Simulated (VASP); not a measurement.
# In (I4/mmm) in VASP: single point with PBEsol

Aim: the single point of In with PBEsol.

All numbers are computed with VASP 6.6.1; they aren't measurements. Logs are shortened: lines on timing, memory, paths and dates and some standing lists are left out, and cuts for length are marked.

## 1. The cell of the first run

The typed cell holds 1 atom: a = 3.308 Å, b = 3.308 Å, c = 3.308 Å, α = 119.98°, β = 119.98°, γ = 90.03°.

This isn't the form of In at room conditions, which is tetragonal.

## 2. Single point, PBEsol

Contents of INCAR:

```
ALGO = Fast
EDIFF = 1E-6
ENCUT = 520
GGA = PS
ISIF = 2
ISMEAR = 0
LASPH = True
LCHARG = True
LELF = True
LREAL = False
LVHAR = True
LWAVE = False
NBANDS = 12
NELM = 100
PREC = Accurate
SIGMA = 0.1
```

Contents of KPOINTS:

```
k-points
0
Gamma
  18 18 18
```

Contents of POSCAR:

```
In
1.0
   -1.6541812445      1.6541812445      2.3382045731
    1.6541812445     -1.6541812445      2.3382045731
    1.6541812445      1.6541812445     -2.3382045731
In
1
Direct
    0.0000000000      0.0000000000      0.0000000000
```

Potentials or basis: VASP PAW PBE potentials, release 64 (In_d).

Started as:

```bash
$ cat potpaw_PBE.64/In_d/POTCAR > POTCAR
$ mpirun -np 1 vasp_std > vasp.out
```

OUTCAR:

```text
EDIFF = 1E-6
   ENCUT = 520
   GGA = PS
   ISIF = 2
   ISMEAR = 0
   LASPH = True
   LREAL = False
   NELM = 100
   PREC = Accurate

 ion  position               nearest neighbor table
   1  0.000  0.000  0.000-

  LATTYP: Found a body centered tetragonal cell.
 ALAT       =     3.3083624890
 C/A-ratio  =     1.4135117182

  Lattice vectors:

 A1 = (  -1.6541812445,   1.6541812445,   2.3382045731)
 A2 = (   1.6541812445,  -1.6541812445,   2.3382045731)
 A3 = (   1.6541812445,   1.6541812445,  -2.3382045731)

Analysis of symmetry for initial positions (statically):
=====================================================================
 Subroutine PRICEL returns:
 Original cell was already a primitive cell.

 Routine SETGRP: Setting up the symmetry group for a
 body centered tetragonal supercell.

 Subroutine GETGRP returns: Found 16 space group operations
 (whereof 16 operations were pure point group operations)
 out of a pool of 16 trial point group operations.

The static configuration has the point symmetry D_4h.

Analysis of symmetry for dynamics (positions and initial velocities):
=====================================================================
 Subroutine PRICEL returns:
 Original cell was already a primitive cell.

 Routine SETGRP: Setting up the symmetry group for a
 body centered tetragonal supercell.

 Subroutine GETGRP returns: Found 16 space group operations
 (whereof 16 operations were pure point group operations)
 out of a pool of 16 trial point group operations.

The dynamic configuration has the point symmetry D_4h.

 Subroutine INISYM returns: Found 16 space group operations
 (whereof 16 operations are pure point group operations),
 and found     1 'primitive' translations

----------------------------------------------------------------------------------------

                                     Primitive cell

  volume of cell :      25.5923

  direct lattice vectors                    reciprocal lattice vectors
    -1.654181244  1.654181244  2.338204573     0.000000000  0.302264339  0.213839288
     1.654181244 -1.654181244  2.338204573     0.302264339  0.000000000  0.213839288
     1.654181244  1.654181244 -2.338204573     0.302264339  0.302264339  0.000000000

  length of vectors
     3.307541656  3.307541656  3.307541656     0.370257979  0.370257979  0.427466327

  position of ions in fractional coordinates (direct lattice)
     0.000000000  0.000000000  0.000000000

  ion indices of the primitive-cell ions
   primitive index   ion index
                 1           1

----------------------------------------------------------------------------------------

 KPOINTS: k-points

Automatic generation of k-mesh.
 Grid dimensions read from file:
 generate k-points for:   18   18   18

 Generating k-lattice:

  Cartesian coordinates                     Fractional coordinates (reciprocal lattice)
     0.000000000  0.016792463  0.011879960     0.055555556  0.000000000 -0.000000000
     0.016792463  0.000000000  0.011879960     0.000000000  0.055555556 -0.000000000
     0.016792463  0.016792463  0.000000000     0.000000000  0.000000000  0.055555556

  Length of vectors
     0.020569888  0.020569888  0.023748129

  Shift w.r.t. Gamma in fractional coordinates (k-lattice)
     0.000000000  0.000000000  0.000000000

 Subroutine IBZKPT returns following result:
 ===========================================

 Found    480 irreducible k-points:

 Following reciprocal coordinates:
            Coordinates               Weight
  0.000000  0.000000  0.000000      1.000000
  0.055556  0.000000  0.000000      8.000000
  0.111111  0.000000  0.000000      8.000000
  0.166667  0.000000 -0.000000      8.000000
  0.222222  0.000000  0.000000      8.000000
  0.277778  0.000000 -0.000000      8.000000
[... 16 lines left out ...]
 -0.277778  0.055556  0.000000     16.000000
 -0.222222  0.055556  0.000000     16.000000
 [... further k-points ...]
   k-points           NKPTS =    480   k-points in BZ     NKDIM =    480   number of bands    NBANDS=     12
   number of dos      NEDOS =    301   number of ions     NIONS =      1
   total plane-waves  NPLWV =  21952
   dimension x,y,z NGX =    28 NGY =   28 NGZ =   28
   dimension x,y,z NGXF=    56 NGYF=   56 NGZF=   56
   ions per type =               1
   NGX,Y,Z   is equivalent  to a cutoff of  14.07, 14.07, 14.07 a.u.
   NGXF,Y,Z  is equivalent  to a cutoff of  28.15, 28.15, 28.15 a.u.
 SYSTEM =  unknown system
   PREC   = accura    normal or accurate (medium, high low for compatibility)
   ISTART =      0    job   : 0-new  1-cont  2-samecut
   ICHARG =      2    charge: 1-file 2-atom 10-const
   ISPIN  =      1    spin polarized calculation?
   LNONCOLLINEAR =      F non collinear calculations
   LSORBIT =      F    spin-orbit coupling
   LASPH  =      T    aspherical Exc in radial PAW
   ENCUT  =  520.0 eV  38.22 Ry    6.18 a.u.   6.15  6.15  6.15*2*pi/ulx,y,z
   NELM   =    100;   NELMIN=  2; NELMDL= -5     # of ELM steps
   EDIFF  = 0.1E-05   stopping-criterion for ELM
   LREAL  =      F    real-space projection
   EDIFFG = 0.1E-04   stopping-criterion for IOM
   NSW    =      0    number of steps for IOM
   IBRION =     -1    ionic relax: 0-MD 1-quasi-New 2-CG
   NFREE  =      0    steps in history (QN), initial steepest desc. (CG)
   ISIF   =      2    stress and relaxation
   ISYM   =      2    0-nonsym 1-usesym 2-fastsym
   POTIM  = 0.5000    time-step for ionic-motion
   TEBEG  =    0.0;   TEEND  =   0.0 temperature during run
   PSTRESS=    0.0 pullay stress
   NELECT =      13.0000    total number of electrons
   NUPDOWN=      -1.0000    fix difference up-down
   EMIN   =  10.00;   EMAX   =-10.00  energy-range for DOS
   EFERMI =   0.00;   METHOD = LEGACY
   ISMEAR =     0;   SIGMA  =   0.10  broadening in eV -4-tet -1-fermi 0-gaus
   EFERMI_NEDOS =   21; number of points for ismear=-14 and -15
   IALGO  =     68    algorithm
   IMIX   =      4    mixing-type and parameters
     AMIX     =   0.40;   BMIX     =  1.00
     AMIX_MAG =   1.60;   BMIX_MAG =  1.00
  volume/ion in A,a.u.               =      25.59       172.71
  Fermi-wavevector in a.u.,A,eV,Ry     =   1.306230  2.468417 23.214768  1.706237
  Thomas-Fermi vector in A             =   2.437046
   LORBIT       =      0    0 simple, 1 ext, 2 COOP (PROOUT), +10 PAW based schemes
   GGA     = PS    functional components
   LHFCALC =     F    Hartree Fock is set to
   AEXX    =    0.0000 exact exchange contribution
   IVDW    =     0    specifies the selected vdW correction
   LEPSILON=     F    determine dielectric tensor
   LRPA    =     F    only Hartree local field effects (RPA)
 non-spin polarized calculation
 RMM-DIIS sequential band-by-band and
 Gauss-broadening in eV      SIGMA  =   0.10
  energy-cutoff  :      520.00
  volume of cell :       25.59
 maximum number of plane-waves:       701
 NGX is ok and might be reduce to    28
   NGX = 13   NGY = 13   NGZ = 13

 number of electron      13.0000002 magnetization

 Free energy of the ion-electron system (eV)
  ---------------------------------------------------
  ext. energy  EPLUGINS =         0.00000000
  ---------------------------------------------------
  free energy    TOTEN  =        -2.98638320 eV

  energy without entropy =       -2.98414554  energy(sigma->0) =       -2.98526437

 E-fermi :   7.6119     XC(G=0): -10.5105

 val. band max:        7.5995365671   @ k =  -0.4444   0.4444   0.2778
 cond. band min:       7.6124463992   @ k =  -0.3889  -0.3889   0.1111
 fundamental gap:      0.0129098321
 Fermi energy:         7.6119126675

 k-point     1 :       0.0000    0.0000    0.0000
  band No.  band energies     occupation
      1      -6.9585      2.00000
      2      -6.9585      2.00000
      3      -6.9578      2.00000
      4      -6.7741      2.00000
      5      -6.7733      2.00000
      6      -2.1110      2.00000
      7      18.3554      0.00000
      8      18.3567      0.00000
      9      18.3567      0.00000
     10      19.1795      0.00000
     11      21.7834      0.00000
     12      21.7839      0.00000

 k-point     2 :       0.0556    0.0000    0.0000
  band No.  band energies     occupation
      1      -6.9593      2.00000
      2      -6.9526      2.00000
      3      -6.9522      2.00000
      4      -6.7749      2.00000
      5      -6.7741      2.00000
      6      -2.0423      2.00000
      7      17.4027      0.00000
      8      18.2261      0.00000
      9      18.2264      0.00000
     10      19.0537      0.00000
     11      22.0026      0.00000
     12      22.0044      0.00000

 k-point     3 :       0.1111    0.0000    0.0000
  band No.  band energies     occupation
      1      -6.9628      2.00000
      2      -6.9376      2.00000
      3      -6.9371      2.00000
      4      -6.7754      2.00000
      5      -6.7747      2.00000
      6      -1.8352      2.00000
      7      15.5629      0.00000
      8      17.9111      0.00000
      9      17.9121      0.00000
     10      18.9944      0.00000
     11      22.5808      0.00000
     12      22.6337      0.00000

 k-point     4 :       0.1667    0.0000   -0.0000
  band No.  band energies     occupation
      1      -6.9697      2.00000
      2      -6.9210      2.00000
      3      -6.9205      2.00000
      4      -6.7694      2.00000
      5      -6.7688      2.00000
      6      -1.4870      2.00000
      7      13.6135      0.00000
      8      17.5294      0.00000
      9      17.5320      0.00000
     10      18.9420      0.00000
     11      22.7026      0.00000
     12      23.1119      0.00000

 k-point     5 :       0.2222    0.0000    0.0000
  band No.  band energies     occupation
      1      -6.9805      2.00000
      2      -6.9131      2.00000
      3      -6.9125      2.00000
      4      -6.7490      2.00000
      5      -6.7487      2.00000
      6      -0.9945      2.00000
      7      11.7047      0.00000
      8      17.1528      0.00000
      9      17.1570      0.00000
     10      18.8731      0.00000
     11      22.1994      0.00000
     12      22.3102      0.00000
[... 228 lines left out ...]
      1      -7.0154      2.00000
      2      -6.9373      2.00000
      3      -6.9227      2.00000
      4      -6.6752      2.00000
      5      -6.6348      2.00000
      6       1.0900      2.00000
      7       7.1412      2.00000
      8      15.7250      0.00000
      9      16.2228      0.00000
     10      18.1634      0.00000
     11      21.0216      0.00000
     12      21.4640      0.00000

 k-point    22 :      -0.3333    0.0556    0.0000
  band No.  band energies     occupation
      1      -7.0039      2.00000
      2      -6.9246      2.00000
      3      -6.9114      2.00000
      4      -6.7154      2.00000
      5      -6.6676      2.00000
      6       0.2123      2.00000
      7       8.7783      0.00000
      8      15.8339      0.00000
      9      16.6030      0.00000
     10      18.4700      0.00000
     11      20.9458      0.00000
     12      22.0534      0.00000

 k-point    23 :      -0.2778    0.0556    0.0000
  band No.  band energies     occupation
      1      -6.9922      2.00000
      2      -6.9129      2.00000
      3      -6.9028      2.00000
      4      -6.7546      2.00000
      5      -6.7045      2.00000
      6      -0.5230      2.00000
      7      10.5311      0.00000
      8      16.0523      0.00000
      9      16.9699      0.00000
     10      18.9012      0.00000
     11      20.9207      0.00000
     12      22.6112      0.00000

 k-point    24 :      -0.2222    0.0556    0.0000
  band No.  band energies     occupation
      1      -6.9826      2.00000
      2      -6.9092      2.00000
      3      -6.9025      2.00000
      4      -6.7828      2.00000
      5      -6.7363      2.00000
      6      -1.1129      2.00000
      7      12.3828      0.00000
      8      16.3714      0.00000
      9      17.3160      0.00000
     10      19.2727      0.00000
     11      21.0416      0.00000
     12      22.6846      0.00000

 [... further k-points ...]

------------------------ aborting loop because EDIFF is reached ----------------------------------------

  FORCE on cell =-STRESS in cart. coord.  units (eV):
  Direction    XX          YY          ZZ          XY          YZ          ZX
  --------------------------------------------------------------------------------------
  -------------------------------------------------------------------------------------
  Total       -0.0019298     -0.0019298     -0.0010173      0.0000000     -0.0000000      0.0000000
  in kB       -0.1208110     -0.1208110     -0.0636871      0.0000000     -0.0000000      0.0000000
  external PRESSURE =      -0.1017697 kB  Pullay stress =       0.0000000 kB

 VOLUME and BASIS-vectors are now :
 -----------------------------------------------------------------------------
  energy-cutoff  :      520.00
  volume of cell :       25.59
      direct lattice vectors                 reciprocal lattice vectors
    -1.654181244  1.654181244  2.338204573     0.000000000  0.302264339  0.213839288
     1.654181244 -1.654181244  2.338204573     0.302264339  0.000000000  0.213839288
     1.654181244  1.654181244 -2.338204573     0.302264339  0.302264339  0.000000000

 POSITION                                       TOTAL-FORCE (eV/Angst)
 -----------------------------------------------------------------------------------
      0.00000      0.00000      0.00000        -0.000000     -0.000000     -0.000000
 -----------------------------------------------------------------------------------
    total drift:                               -0.000000     -0.000000     -0.000000

  FREE ENERGIE OF THE ION-ELECTRON SYSTEM (eV)
  ---------------------------------------------------
  free  energy   TOTEN  =        -2.9863831997 eV

  energy  without entropy=       -2.9841455434  energy(sigma->0) =       -2.98526437
```

It took 75 s on 1 thread of Intel Xeon 6975P-C (Granite Rapids), shared host; peak memory 0.26 GiB.

What came out:

```yaml
Free_energy: -2.9864 eV
Pressure: 0.0 GPa
Band_gap_on_the_k_mesh: zero (an odd number of electrons rules out a gap without spin polarisation)
```

Caveat: the PAW data sets were made with another functional, which shifts forces and pressure a little; spin-orbit coupling is left out, which moves the levels of the heavy elements.
